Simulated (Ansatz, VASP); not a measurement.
# One calculation of Ni, two programs

```
Ni
1.0
     0.00000    1.70083    1.70083
     1.70083    0.00000    1.70083
     1.70083    1.70083    0.00000
Ni
1
Direct
  0.00000 0.00000 0.00000
```

Alike in both runs: task single point; functional LDA; k mesh 22 × 22 × 22; occupations gaussian, width 0.05 eV; collinear spin.

|  | VASP | Ansatz |
| --- | --- | --- |
| version | VASP 6.6.1 | Ansatz 0.2.0 |
| potentials or method | VASP PAW LDA potentials, release 64 (Ni_sv_GW), cutoff 590 eV | scalar-relativistic, plane waves, PAW |
| valence electrons in the cell | 18 | 18 |

VASP gave:

| Property | Result |
| --- | --- |
| gap on the k mesh at the Fermi level (eV) | none |
| pressure (GPa) | 1.3 |
| net moment per atom (μB) | 0.58 |
| size of the moment on the site where the two differ most (μB) | 0.60 |

Q: What did Ansatz give for the same quantities?

A: gap on the k mesh at the Fermi level (eV): none; pressure (GPa): 5.3; net moment per atom (μB): 0.62; size of the moment on the site where the two differ most (μB): 0.65.

LDA's correlation is that of Perdew and Zunger in VASP and of Perdew and Wang (1992) in Ansatz. Site moments also hang on the region over which each program counts them. A gap of «none» marks a metal or a gap that the smearing closes. One of these differences is far larger than is usual between the two programs; its cause wasn't traced.
